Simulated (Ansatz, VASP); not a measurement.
## Zr in VASP and in Ansatz

The input INCAR:

```
SYSTEM = Zr
ALGO = Normal
EDIFF = 1E-6
ENCUT = 520
ISIF = 2
ISMEAR = 1
LASPH = .TRUE.
LCHARG = .FALSE.
LREAL = .FALSE.
LWAVE = .FALSE.
NBANDS = 19
NELM = 80
PREC = Accurate
SIGMA = 0.03
```

The input KPOINTS:

```
k-points
0
G
  12 12 6
  0 0 0
```

The input POSCAR:

```
Zr
1.0
    3.1439658570      0.0000000000      0.0000000000
   -1.5719829285      2.7227543008      0.0000000000
    0.0000000000      0.0000000000      5.0894642375
Zr
2
Direct
    0.3333333333      0.6666666667      0.2500000000
    0.6666666667      0.3333333333      0.7500000000
```

Input for Ansatz:

```yaml
crystal:
  lattice:
    - [3.143965857, 0.0, 0.0]
    - [-1.5719829285, 2.7227543008, 0.0]
    - [0.0, 0.0, 5.0894642375]
  atoms:
    - { symbol: Zr, position: [0.3333333333, 0.6666666667, 0.25] }
    - { symbol: Zr, position: [0.6666666667, 0.3333333333, 0.75] }
hamiltonian:
  xc: lda
  pseudopotentials:
    kind: paw
    azcp:
      Zr: "pseudopotentials/Zr.paw.azcp"
basis:
  ecutwfc: 420
  fft_grid_basis: typed
kpoints:
  mp_grid: { grid: [12, 12, 6], shift: [0, 0, 0] }
magnetization:
  spin_polarized: false
scf:
  occupations: { method: cold, width: 0.03 }
  lower_state_search: "off"
output:
  stress: true
  write_density: true
  write_potential: true
  elf: true
  volumetric_format: npy
```

Alike in both runs: task single point; functional LDA; k mesh 12 × 12 × 6; no spin polarisation.

|  | VASP | Ansatz |
| --- | --- | --- |
| version | VASP 6.6.1 | Ansatz 0.2.0 |
| potentials or method | VASP PAW LDA potentials, release 64 (Zr_sv), cutoff 520 eV | plane waves (420 eV) with PAW, scalar-relativistic |
| occupations | methfessel-paxton of order 1, width 0.03 eV | cold, width 0.03 eV |
| valence electrons in the cell | 24 | 24 |

Ansatz gave:

```
pressure (GPa)                                                : -0.1
traceless stress, the component that is largest in VASP (GPa) : -0.58
```

Problem. Estimate VASP's values.

Solution. Pressure (GPa): 0.1; traceless stress, the component that is largest in VASP (GPa): -0.50.

Ansatz warns that its potentials were made for another functional, while VASP's fit it. LDA's correlation is that of Perdew and Zunger in VASP and of Perdew and Wang (1992) in Ansatz.
